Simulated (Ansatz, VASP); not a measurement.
Two plane-wave programs on CdS

```
CELL_PARAMETERS angstrom
4.13700 0.00000 0.00000
-2.06850 3.58275 0.00000
0.00000 0.00000 6.71600
ATOMIC_POSITIONS crystal
Cd 0.33333 0.66667 0.93850
Cd 0.66667 0.33333 0.43850
S 0.33333 0.66667 0.43850
S 0.66667 0.33333 0.93850
```

Change from the starting cell: polar distortion scaled by 0.00.

Alike in both runs: task single point; functional PBEsol; k mesh 9 × 9 × 4; no spin polarisation.

|  | VASP | Ansatz |
| --- | --- | --- |
| version | VASP 6.6.1 | Ansatz 0.2.0 |
| potentials or method | VASP PAW PBE potentials, release 64 (Cd_sv_GW, S), cutoff 540 eV | scalar-relativistic, plane waves, PAW |
| occupations | gaussian, width 0.01 eV | fixed |
| valence electrons in the cell | 52 | 52 |

Ansatz gave:

| Quantity | Value |
| --- | --- |
| gap on the k mesh at the Fermi level (eV) | 1.34 |
| least direct gap on the mesh (eV) | 1.34 |
| pressure (GPa) | 3.4 |
| traceless stress, the component that is largest in VASP (GPa) | -6.31 |

**Question.** Which values does VASP return?

**Answer.** gap on the k mesh at the Fermi level (eV): 1.33; least direct gap on the mesh (eV): 1.33; pressure (GPa): 2.4; traceless stress, the component that is largest in VASP (GPa): -6.30.

VASP's potentials were made for PBE, not for PBEsol, and Ansatz warns of the same on its side.
